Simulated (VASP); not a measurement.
BAs, 2 atoms in the cell. Symmetry: F-43m, No. 216, cubic system. Conventional cell: a = 4.809 Å, b = 4.809 Å, c = 4.809 Å, α = 90.00°, β = 90.00°, γ = 90.00°. Within 2.8 Å of As (site symmetry -43m) lie 4 B at 2.08 Å. B (site symmetry -43m) has 4 As at 2.08 Å within 2.8 Å. 

| Item | Value |
| --- | --- |
| Program | VASP 6.6.1 |
| Task | single point |
| Functional | PBE |
| Potentials or basis | VASP PAW PBE potentials, release 64 (As, B) |
| Cutoff | 520 eV |
| k mesh | 10 × 10 × 10 |
| Occupations | fermi-dirac, width 0.05 eV |
| Spin | non-collinear spin, zero start, spin-orbit coupling |
| Starting moments | [[0.0, 0.0, 0.0], [0.0, 0.0, 0.0]] μB |
| Dipole correction | no |
| Further INCAR settings | ALGO = Normal; EDIFF = 1e-06; NBANDS = 20 |

Potentials or basis: VASP PAW PBE potentials, release 64 (As, B).

The run is started by

```console
$ cat potpaw_PBE.64/As/POTCAR potpaw_PBE.64/B/POTCAR > POTCAR
$ mpirun -np 1 vasp_ncl > vasp.out
```

Hardware: 1 thread of Intel(R) Xeon(R) 6975P-C (Granite Rapids), on a shared host.

How long does it take, and how much memory?

It took 56 s on 1 thread of Intel(R) Xeon(R) 6975P-C (Granite Rapids) (shared host), peak memory 0.27 GiB. Counts: scf iterations 12, k points 73.
